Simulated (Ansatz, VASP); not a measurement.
**AgI: VASP beside Ansatz**

INCAR

```
PREC = Accurate
ENCUT = 400
EDIFF = 1E-8
ISMEAR = -1
SIGMA = 0.01
LREAL = F
LASPH = T
NELM = 120
ALGO = Normal
ISIF = 2
LWAVE = F
LCHARG = F
GGA = PE
LEFG = T
NBANDS = 16
GGA_COMPAT = F
```

Contents of KPOINTS:

```
Automatic mesh
0
Gamma
  7 7 7
```

Contents of POSCAR:

```
AgI
1.0
    0.0000000000      3.2147778690      3.2147778690
    3.2147778690      0.0000000000      3.2147778690
    3.2147778690      3.2147778690      0.0000000000
Ag I
1 1
Direct
    0.0000000000      0.0000000000      0.0000000000
    0.7500000000      0.7500000000      0.7500000000
```

Input for Ansatz:

```yaml
crystal:
  lattice:
    - [0.0, 3.214777869, 3.214777869]
    - [3.214777869, 0.0, 3.214777869]
    - [3.214777869, 3.214777869, 0.0]
  atoms:
    - { symbol: Ag, position: [0.0, 0.0, 0.0] }
    - { symbol: I, position: [0.75, 0.75, 0.75] }
kpoints:
  mp_grid: { grid: [7, 7, 7] }
scf:
  occupations: { method: fermi_dirac, width: 0.01 }
hamiltonian:
  xc: pbe
  pseudopotentials: { kind: paw }
output:
  forces: true
  stress: true
  eigenvalues: true
  efg: { contact_densities: true }
```

Change from the starting cell: volume scaled by 0.98, PAW files.

Alike in both runs: task electric field gradients; functional PBE; k mesh 7 × 7 × 7; occupations fermi-dirac, width 0.01 eV; no spin polarisation.

|  | VASP | Ansatz |
| --- | --- | --- |
| version | VASP 6.6.1 | Ansatz 0.2.0 |
| potentials or method | VASP PAW PBE potentials, release 64 (Ag, I) | PAW with Ansatz's default frozen-core files, scalar-relativistic |
| plane-wave cutoff (eV) | 400 | 420 |
| valence electrons in the cell | 18 | 36 |

Ansatz gave:

* gap on the k mesh at the Fermi level (eV): 1.34
* pressure (GPa): 3.0

Task: Estimate VASP's values.

Result: gap on the k mesh at the Fermi level (eV): 1.34; pressure (GPa): 2.8.

VASP's potentials hold 18 valence electrons a cell and Ansatz's 36, so a difference there can come from the potentials and not from the codes.

Neither program's run includes spin-orbit coupling.
